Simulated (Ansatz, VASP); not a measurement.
## Two plane-wave programs on KCl

The input INCAR:

```
SYSTEM = KCl
  PREC = Accurate
  ENCUT = 520
  EDIFF = 1E-6
  ISMEAR = 0
  SIGMA = 0.05
  LREAL = .FALSE.
  LASPH = .TRUE.
  NELM = 60
  ALGO = Normal
  ISIF = 2
  LWAVE = .FALSE.
  LCHARG = .TRUE.
  GGA = PE
  LELF = .TRUE.
  LVHAR = .TRUE.
  NBANDS = 15
```

The input KPOINTS:

```
Automatic mesh
0
G
  6 6 6
  0 0 0
```

Contents of POSCAR:

```
KCl
1.0
    3.9543718800      0.0000000000      0.0000000000
    0.0000000000      3.9543718800      0.0000000000
    0.0000000000      0.0000000000      3.8391960000
K Cl
1 1
Direct
    0.0000000000      0.0000000000      0.0000000000
    0.5000000000      0.5000000000      0.5000000000
```

Input for Ansatz:

```yaml
crystal:
  lattice:
    - [3.95437188, 0.0, 0.0]
    - [0.0, 3.95437188, 0.0]
    - [0.0, 0.0, 3.839196]
  atoms:
    - { symbol: K, position: [0.0, 0.0, 0.0] }
    - { symbol: Cl, position: [0.5, 0.5, 0.5] }
basis:
  ecutwfc: 420
kpoints:
  mp_grid: { grid: [6, 6, 6] }
hamiltonian:
  xc: pbe
scf:
  occupations: { method: gaussian, width: 0.05 }
output:
  forces: true
  stress: true
  eigenvalues: true
```

Change from the starting cell: strain +0.030 along x and y, +0.000 along z, atoms carried along.

Alike in both runs: task single point; functional PBE; k mesh 6 × 6 × 6; occupations gaussian, width 0.05 eV; no spin polarisation.

```csv
,VASP,Ansatz
version,VASP 6.6.1,Ansatz 0.2.0
potentials or method,"VASP PAW PBE potentials, release 64 (K_sv, Cl), cutoff 520 eV","scalar-relativistic, plane waves, PAW"
valence electrons in the cell,16,16
```

|  | VASP | Ansatz | Ansatz less VASP |
| --- | --- | --- | --- |
| gap on the k mesh at the Fermi level (eV) | 4.47 | 4.47 | 0.000 |
| least direct gap on the mesh (eV) | 4.64 | 4.64 | 0.000 |
| pressure (GPa) | -1.0 | -1.0 | 0.00 |
| traceless stress, the component that is largest in VASP (GPa) | 0.79 | 0.79 | +0.002 |
